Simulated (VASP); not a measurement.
A run of VASP 6.6.1:

The input INCAR:

```
SYSTEM = Ba
ALGO = Normal
EDIFF = 1E-6
ENCUT = 500
GGA = PS
GGA_COMPAT = .False.
ISIF = 2
ISMEAR = 1
IVDW = 12
LASPH = .True.
LCHARG = .False.
LREAL = .False.
LWAVE = .False.
NBANDS = 11
NELM = 120
PREC = Accurate
SIGMA = 0.01
```

The input KPOINTS:

```
Automatic mesh
0
Gamma
  4 4 4
  0.5 0.5 0.5
```

File POSCAR:

```
Ba
1.0
   -2.5065000000      2.5065000000      2.5065000000
    2.5065000000     -2.5065000000      2.5065000000
    2.5065000000      2.5065000000     -2.5065000000
Ba
1
Direct
    0.0000000000      0.0000000000      0.0000000000
```

Potentials or basis: VASP PAW PBE potentials, release 64 (Ba_sv).

Command:

```bash
$ cat potpaw_PBE.64/Ba_sv/POTCAR > POTCAR
$ mpirun -np 1 vasp_std > vasp.out
```

Hardware: 1 thread of AMD EPYC 7R43 64-Core Processor (Zen 3) (shared host).

Q: How long does it take, and how much memory?

A: Run time: 5.1 s on 1 thread of AMD EPYC 7R43 64-Core Processor (Zen 3), on a shared host, peak memory 0.14 GiB. Counts: scf iterations 10, k points 6.
